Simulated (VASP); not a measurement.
Write the native input for VASP 6.6.1 that does the following.

```yaml
Task: single point
Functional: PBE
Potentials_or_basis: VASP PAW PBE potentials, release 64 (Eu)
Cutoff: 520 eV
k_mesh: 9 × 9 × 9
Occupations: fermi-dirac, width 0.08 eV
Spin: collinear spin, ferromagnetic start
Starting_moments: "[7.0] μB"
Hubbard_terms: Eu f U = 8.0 eV
Dipole_correction: no
Further_INCAR_settings: ALGO = Normal; EDIFF = 1e-07; NBANDS = 18
```

The structure of Eu lies in POSCAR:

```
Eu
1.0
    0.0000000000      2.7893026914      2.7893026914
    2.7893026914      0.0000000000      2.7893026914
    2.7893026914      2.7893026914      0.0000000000
Eu
1
Direct
    0.0000000000      0.0000000000      0.0000000000
```

This isn't the form of Eu at room conditions, which is bcc.

These files were run (other wordings do the same):

INCAR

```
PREC = Accurate
ENCUT = 520
EDIFF = 1E-7
ISMEAR = -1
SIGMA = 0.08
LREAL = F
LASPH = T
NELM = 150
ALGO = Normal
ISIF = 2
LWAVE = F
LCHARG = F
ISPIN = 2
MAGMOM = 7
LORBIT = 11
LMAXMIX = 6
LDAU = T
LDAUTYPE = 2
LDAUL = 3
LDAUU = 8
LDAUJ = 0
LDAUPRINT = 1
GGA = PE
NBANDS = 18
```

KPOINTS

```
Automatic mesh
0
Gamma
  9 9 9
```

Potentials or basis: VASP PAW PBE potentials, release 64 (Eu).

The run is started by

```console
$ cat potpaw_PBE.64/Eu/POTCAR > POTCAR
$ mpirun -np 1 vasp_std > vasp.out
```

Results of the run:

- Pressure: 1.9 GPa
- Net moment: 7.42 μB per cell
- Site moments: Eu +6.85 μB
- Valence electrons inside the program's atomic spheres: Eu 14.90

It took 61 s on 1 thread of Intel(R) Xeon(R) Platinum 8488C (Sapphire Rapids), on a shared host, peak memory 0.22 GiB.
